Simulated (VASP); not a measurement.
# Ag (Im-3m) in VASP: a series of runs

Runs on Ag. Level: LDA. Tasks: single point, relaxation of cell and atoms.

Everything below comes from runs of VASP 6.6.1. Logs are shortened: lines on timing, memory, paths and dates and some standing lists are left out, and cuts for length are marked.

**1. The cell of the first run**

It takes space group Im-3m (No. 229, cubic). The conventional cell has a = 3.014 Å, b = 3.014 Å, c = 3.014 Å, α = 90.00°, β = 90.00°, γ = 90.00°. Within 3.4 Å of Ag (site symmetry m-3m) lie 14 Ag at 2.61 to 3.01 Å.

This isn't the form of Ag at room conditions, which is fcc.

**2. Single point, LDA**

Input file INCAR:

```
PREC = Accurate
ENCUT = 520
EDIFF = 1E-7
ISMEAR = -1
SIGMA = 0.1
LREAL = F
LASPH = T
NELM = 100
ALGO = Normal
ISIF = 2
LWAVE = F
LCHARG = F
GGA = CA
NBANDS = 12
```

Input file KPOINTS:

```
Automatic mesh
0
Gamma
  26 26 26
```

Input file POSCAR:

```
Ag
1.0
   -1.5071682093      1.5071682093      1.5071682093
    1.5071682093     -1.5071682093      1.5071682093
    1.5071682093      1.5071682093     -1.5071682093
Ag
1
Direct
    0.0000000000      0.0000000000      0.0000000000
```

Potentials or basis: VASP PAW LDA potentials, release 64 (Ag).

On the command line:

```bash
$ cat potpaw_LDA.64/Ag/POTCAR > POTCAR
$ mpirun -np 1 vasp_std > vasp.out
```

OUTCAR:

```text
PREC = Accurate
   ENCUT = 520
   EDIFF = 1E-7
   ISMEAR = -1
   LREAL = F
   LASPH = T
   NELM = 100
   ISIF = 2
   GGA = CA

 ion  position               nearest neighbor table
   1  0.000  0.000  0.000-

  LATTYP: Found a body centered cubic cell.
 ALAT       =     3.0143364186

  Lattice vectors:

 A1 = (  -1.5071682093,   1.5071682093,   1.5071682093)
 A2 = (   1.5071682093,  -1.5071682093,   1.5071682093)
 A3 = (   1.5071682093,   1.5071682093,  -1.5071682093)

Analysis of symmetry for initial positions (statically):
=====================================================================
 Subroutine PRICEL returns:
 Original cell was already a primitive cell.

 Routine SETGRP: Setting up the symmetry group for a
 body centered cubic supercell.

 Subroutine GETGRP returns: Found 48 space group operations
 (whereof 48 operations were pure point group operations)
 out of a pool of 48 trial point group operations.

The static configuration has the point symmetry O_h .

Analysis of symmetry for dynamics (positions and initial velocities):
=====================================================================
 Subroutine PRICEL returns:
 Original cell was already a primitive cell.

 Routine SETGRP: Setting up the symmetry group for a
 body centered cubic supercell.

 Subroutine GETGRP returns: Found 48 space group operations
 (whereof 48 operations were pure point group operations)
 out of a pool of 48 trial point group operations.

The dynamic configuration has the point symmetry O_h .

 Subroutine INISYM returns: Found 48 space group operations
 (whereof 48 operations are pure point group operations),
 and found     1 'primitive' translations

----------------------------------------------------------------------------------------

                                     Primitive cell

  volume of cell :      13.6945

  direct lattice vectors                    reciprocal lattice vectors
    -1.507168209  1.507168209  1.507168209     0.000000000  0.331747974  0.331747974
     1.507168209 -1.507168209  1.507168209     0.331747974  0.000000000  0.331747974
     1.507168209  1.507168209 -1.507168209     0.331747974  0.331747974  0.000000000

  length of vectors
     2.610491914  2.610491914  2.610491914     0.469162484  0.469162484  0.469162484

  position of ions in fractional coordinates (direct lattice)
     0.000000000  0.000000000  0.000000000

  ion indices of the primitive-cell ions
   primitive index   ion index
                 1           1

----------------------------------------------------------------------------------------

 KPOINTS: Automatic mesh

Automatic generation of k-mesh.
 Grid dimensions read from file:
 generate k-points for:   26   26   26

 Generating k-lattice:

  Cartesian coordinates                     Fractional coordinates (reciprocal lattice)
     0.000000000  0.012759537  0.012759537     0.038461538  0.000000000  0.000000000
     0.012759537  0.000000000  0.012759537     0.000000000  0.038461538  0.000000000
     0.012759537  0.012759537  0.000000000     0.000000000  0.000000000  0.038461538

  Length of vectors
     0.018044711  0.018044711  0.018044711

  Shift w.r.t. Gamma in fractional coordinates (k-lattice)
     0.000000000  0.000000000  0.000000000

 Subroutine IBZKPT returns following result:
 ===========================================

 Found    511 irreducible k-points:

 Following reciprocal coordinates:
            Coordinates               Weight
  0.000000  0.000000  0.000000      1.000000
  0.038462  0.000000  0.000000     12.000000
  0.076923  0.000000  0.000000     12.000000
  0.115385  0.000000  0.000000     12.000000
  0.153846  0.000000  0.000000     12.000000
  0.192308  0.000000  0.000000     12.000000
[... 16 lines left out ...]
  0.346154  0.038462  0.000000     48.000000
  0.384615  0.038462 -0.000000     48.000000
 [... further k-points ...]
   k-points           NKPTS =    511   k-points in BZ     NKDIM =    511   number of bands    NBANDS=     12
   number of dos      NEDOS =    301   number of ions     NIONS =      1
   total plane-waves  NPLWV =   8000
   dimension x,y,z NGX =    20 NGY =   20 NGZ =   20
   dimension x,y,z NGXF=    40 NGYF=   40 NGZF=   40
   ions per type =               1
   NGX,Y,Z   is equivalent  to a cutoff of  12.74, 12.74, 12.74 a.u.
   NGXF,Y,Z  is equivalent  to a cutoff of  25.47, 25.47, 25.47 a.u.
 SYSTEM =  unknown system
   PREC   = accura    normal or accurate (medium, high low for compatibility)
   ISTART =      0    job   : 0-new  1-cont  2-samecut
   ICHARG =      2    charge: 1-file 2-atom 10-const
   ISPIN  =      1    spin polarized calculation?
   LNONCOLLINEAR =      F non collinear calculations
   LSORBIT =      F    spin-orbit coupling
   LASPH  =      T    aspherical Exc in radial PAW
   ENCUT  =  520.0 eV  38.22 Ry    6.18 a.u.   4.85  4.85  4.85*2*pi/ulx,y,z
   NELM   =    100;   NELMIN=  2; NELMDL= -5     # of ELM steps
   EDIFF  = 0.1E-06   stopping-criterion for ELM
   LREAL  =      F    real-space projection
   EDIFFG = 0.1E-05   stopping-criterion for IOM
   NSW    =      0    number of steps for IOM
   IBRION =     -1    ionic relax: 0-MD 1-quasi-New 2-CG
   NFREE  =      0    steps in history (QN), initial steepest desc. (CG)
   ISIF   =      2    stress and relaxation
   ISYM   =      2    0-nonsym 1-usesym 2-fastsym
   POTIM  = 0.5000    time-step for ionic-motion
   TEBEG  =    0.0;   TEEND  =   0.0 temperature during run
   PSTRESS=    0.0 pullay stress
   NELECT =      11.0000    total number of electrons
   NUPDOWN=      -1.0000    fix difference up-down
   EMIN   =  10.00;   EMAX   =-10.00  energy-range for DOS
   EFERMI =   0.00;   METHOD = LEGACY
   ISMEAR =    -1;   SIGMA  =   0.10  broadening in eV -4-tet -1-fermi 0-gaus
   EFERMI_NEDOS =   21; number of points for ismear=-14 and -15
   IALGO  =     38    algorithm
   IMIX   =      4    mixing-type and parameters
     AMIX     =   0.40;   BMIX     =  1.00
     AMIX_MAG =   1.60;   BMIX_MAG =  1.00
  volume/ion in A,a.u.               =      13.69        92.41
  Fermi-wavevector in a.u.,A,eV,Ry     =   1.521799  2.875783 31.509360  2.315873
  Thomas-Fermi vector in A             =   2.630465
   LORBIT       =      0    0 simple, 1 ext, 2 COOP (PROOUT), +10 PAW based schemes
   GGA     = CA    functional components
   LHFCALC =     F    Hartree Fock is set to
   AEXX    =    0.0000 exact exchange contribution
   IVDW    =     0    specifies the selected vdW correction
   LEPSILON=     F    determine dielectric tensor
   LRPA    =     F    only Hartree local field effects (RPA)
 non-spin polarized calculation
  energy-cutoff  :      520.00
  volume of cell :       13.69
 maximum number of plane-waves:       382
   NGX =  9   NGY =  9   NGZ =  9

 number of electron      11.0000004 magnetization

 Free energy of the ion-electron system (eV)
  ---------------------------------------------------
  ext. energy  EPLUGINS =         0.00000000
  ---------------------------------------------------
  free energy    TOTEN  =        -3.52470142 eV

  energy without entropy =       -3.51605647  energy(sigma->0) =       -3.52037895

 E-fermi :  11.7660     XC(G=0): -13.9203

 val. band max:       11.7533612267   @ k =   0.3846   0.1154   0.0000
 cond. band min:      11.7682745313   @ k =  -0.3077   0.3462   0.2692
 fundamental gap:      0.0149133046
 Fermi energy:        11.7659637561

 k-point     1 :       0.0000    0.0000    0.0000
  band No.  band energies     occupation
      1       2.0609      2.00000
      2       5.7657      2.00000
      3       5.7657      2.00000
      4       5.7657      2.00000
      5       7.7050      2.00000
      6       7.7050      2.00000
      7      30.2044      0.00000
      8      30.2044      0.00000
      9      30.2044      0.00000
     10      38.9068      0.00000
     11      38.9068      0.00000
     12      40.4018      0.00000

 k-point     2 :       0.0385    0.0000    0.0000
  band No.  band energies     occupation
      1       2.1201      2.00000
      2       5.7471      2.00000
      3       5.7675      2.00000
      4       5.8060      2.00000
      5       7.6827      2.00000
      6       7.7063      2.00000
      7      30.1567      0.00000
      8      30.2131      0.00000
      9      30.2713      0.00000
     10      38.0762      0.00000
     11      38.5924      0.00000
     12      40.0197      0.00000

 k-point     3 :       0.0769    0.0000    0.0000
  band No.  band energies     occupation
      1       2.2949      2.00000
      2       5.6926      2.00000
      3       5.7724      2.00000
      4       5.9256      2.00000
      5       7.6223      2.00000
      6       7.7104      2.00000
      7      29.9791      0.00000
      8      30.2141      0.00000
      9      30.4684      0.00000
     10      36.9754      0.00000
     11      37.7334      0.00000
     12      39.0828      0.00000

 k-point     4 :       0.1154    0.0000    0.0000
  band No.  band energies     occupation
      1       2.5740      2.00000
      2       5.6066      2.00000
      3       5.7817      2.00000
      4       6.1210      2.00000
      5       7.5407      2.00000
      6       7.7180      2.00000
      7      29.5749      0.00000
      8      30.1333      0.00000
      9      30.7851      0.00000
     10      36.1342      0.00000
     11      36.7421      0.00000
     12      37.8709      0.00000

 k-point     5 :       0.1538    0.0000    0.0000
  band No.  band energies     occupation
      1       2.9336      2.00000
      2       5.4951      2.00000
      3       5.8055      2.00000
      4       6.3862      2.00000
      5       7.4614      2.00000
      6       7.7298      2.00000
      7      28.8310      0.00000
      8      29.8715      0.00000
      9      31.2041      0.00000
     10      35.7068      0.00000
     11      35.9662      0.00000
     12      36.5348      0.00000
[... 228 lines left out ...]
      1       3.9300      2.00000
      2       5.0298      2.00000
      3       6.6699      2.00000
      4       7.4101      2.00000
      5       7.7912      2.00000
      6       7.8967      2.00000
      7      23.9780      0.00000
      8      27.6249      0.00000
      9      31.3777      0.00000
     10      33.1772      0.00000
     11      35.9326      0.00000
     12      37.4174      0.00000

 k-point    22 :       0.3077    0.0385    0.0000
  band No.  band energies     occupation
      1       3.9102      2.00000
      2       4.9054      2.00000
      3       7.2521      2.00000
      4       7.5170      2.00000
      5       7.8928      2.00000
      6       8.3731      2.00000
      7      22.3613      0.00000
      8      26.9927      0.00000
      9      30.3737      0.00000
     10      33.6709      0.00000
     11      36.0205      0.00000
     12      38.3335      0.00000

 k-point    23 :       0.3462    0.0385    0.0000
  band No.  band energies     occupation
      1       3.8305      2.00000
      2       4.7982      2.00000
      3       7.4726      2.00000
      4       7.7730      2.00000
      5       8.1715      2.00000
      6       8.9986      2.00000
      7      20.7939      0.00000
      8      26.4520      0.00000
      9      29.4708      0.00000
     10      34.1226      0.00000
     11      36.1834      0.00000
     12      38.7610      0.00000

 k-point    24 :       0.3846    0.0385   -0.0000
  band No.  band energies     occupation
      1       3.7403      2.00000
      2       4.7134      2.00000
      3       7.5483      2.00000
      4       7.8390      2.00000
      5       8.6103      2.00000
      6       9.7801      2.00000
      7      19.3509      0.00000
      8      26.0278      0.00000
      9      28.7373      0.00000
     10      34.4867      0.00000
     11      36.3876      0.00000
     12      38.5000      0.00000

 [... further k-points ...]

------------------------ aborting loop because EDIFF is reached ----------------------------------------

  FORCE on cell =-STRESS in cart. coord.  units (eV):
  Direction    XX          YY          ZZ          XY          YZ          ZX
  --------------------------------------------------------------------------------------
  -------------------------------------------------------------------------------------
  Total        2.9742873      2.9742873      2.9742873      0.0000000      0.0000000      0.0000000
  in kB      347.9752318    347.9752318    347.9752318      0.0000000      0.0000000      0.0000000
  external PRESSURE =     347.9752318 kB  Pullay stress =       0.0000000 kB

 VOLUME and BASIS-vectors are now :
 -----------------------------------------------------------------------------
  energy-cutoff  :      520.00
  volume of cell :       13.69
      direct lattice vectors                 reciprocal lattice vectors
    -1.507168209  1.507168209  1.507168209     0.000000000  0.331747974  0.331747974
     1.507168209 -1.507168209  1.507168209     0.331747974  0.000000000  0.331747974
     1.507168209  1.507168209 -1.507168209     0.331747974  0.331747974  0.000000000

 POSITION                                       TOTAL-FORCE (eV/Angst)
 -----------------------------------------------------------------------------------
      0.00000      0.00000      0.00000         0.000000      0.000000      0.000000
 -----------------------------------------------------------------------------------
    total drift:                                0.000000      0.000000      0.000000

  FREE ENERGIE OF THE ION-ELECTRON SYSTEM (eV)
  ---------------------------------------------------
  free  energy   TOTEN  =        -3.5247014250 eV

  energy  without entropy=       -3.5160564732  energy(sigma->0) =       -3.52037895
```

Run time: 97 s. Hardware: 1 thread of Intel Xeon 8259CL, shared host; peak memory 0.19 GiB.

Results:

```
Free energy            : -3.5247 eV
Pressure               : 34.8 GPa
Band gap on the k mesh : zero (an odd number of electrons rules out a gap without spin polarisation)
```

Caveat: the cell stands under pressure.

**3. Relaxation of cell and atoms, LDA**

This run uses another cell than the first one, of 15.99 Å³/atom.

Input file INCAR:

```
PREC     = Accurate       # precision mode
ENCUT    = 600            # plane-wave cutoff, eV
EDIFF    = 1E-7           # SCF threshold, eV
ISMEAR   = -1             # smearing method
SIGMA    = 0.1            # smearing width, eV
LREAL    = F              # projectors in reciprocal space
LASPH    = T              # aspherical terms in the spheres
NELM     = 100            # most SCF steps
ALGO     = Normal         # electronic algorithm
ISIF     = 3              # what is computed and relaxed
LWAVE    = F              # write WAVECAR
LCHARG   = F              # write CHGCAR
IBRION   = 2              # ionic algorithm
NSW      = 60             # ionic steps
EDIFFG   = -0.005         # ionic threshold
```

Input file KPOINTS:

```
Automatic mesh
0
Gamma
  17 17 17
```

Input file POSCAR:

```
Ag
1.0
   -1.5871364410      1.5871364410      1.5871364410
    1.5871364410     -1.5871364410      1.5871364410
    1.5871364410      1.5871364410     -1.5871364410
Ag
1
Direct
    0.0000000000      0.0000000000      0.0000000000
```

Potentials or basis: VASP PAW LDA potentials, release 64 (Ag).

On the command line:

```bash
$ cat potpaw_LDA.64/Ag/POTCAR > POTCAR
$ mpirun -np 1 vasp_std > vasp.out
```

It took 77 s on 1 thread of Intel Xeon 8259CL, shared host; peak memory 0.16 GiB.

It converged, with:

```
Free energy                           : -3.7507 eV
Relaxed volume                        : 16.12 Å³/atom
Relaxed cell                          : a = 2.756 Å, b = 2.756 Å, c = 2.756 Å, α = 109.47°, β = 109.47°, γ = 109.47°
Space group after relaxing (to 0.1 Å) : Im-3m (No. 229)
Energy gained by relaxing             : 0.5 meV/atom
Ionic steps                           : 5
Pressure after relaxing               : 0.0 GPa
Band gap on the k mesh                : zero (an odd number of electrons rules out a gap without spin polarisation)
```

Step by step:
```csv
step,energy change (eV),largest force (eV/Å),pressure (GPa),volume (Å³)
1,0.0000,0.0000,1.13,15.99
2,0.0000,0.0000,-1.07,16.26
3,-0.0005,0.0000,-0.07,16.12
4,-0.0005,0.0000,0.06,16.12
5,-0.0005,0.0000,0.04,16.12
```

Final structure:
```
CELL_PARAMETERS angstrom
-1.59135 1.59135 1.59135
1.59135 -1.59135 1.59135
1.59135 1.59135 -1.59135
ATOMIC_POSITIONS crystal
Ag 0.00000 0.00000 0.00000
```

Levels at points of the mesh, in eV from the Fermi level:
```
           k point  band 2  band 3  band 4  band 5  band 6  band 7  band 8  band 9
(0.00, 0.00, 0.00)   -5.12   -5.12   -5.12   -3.62   -3.62   18.16   18.16   18.16
```
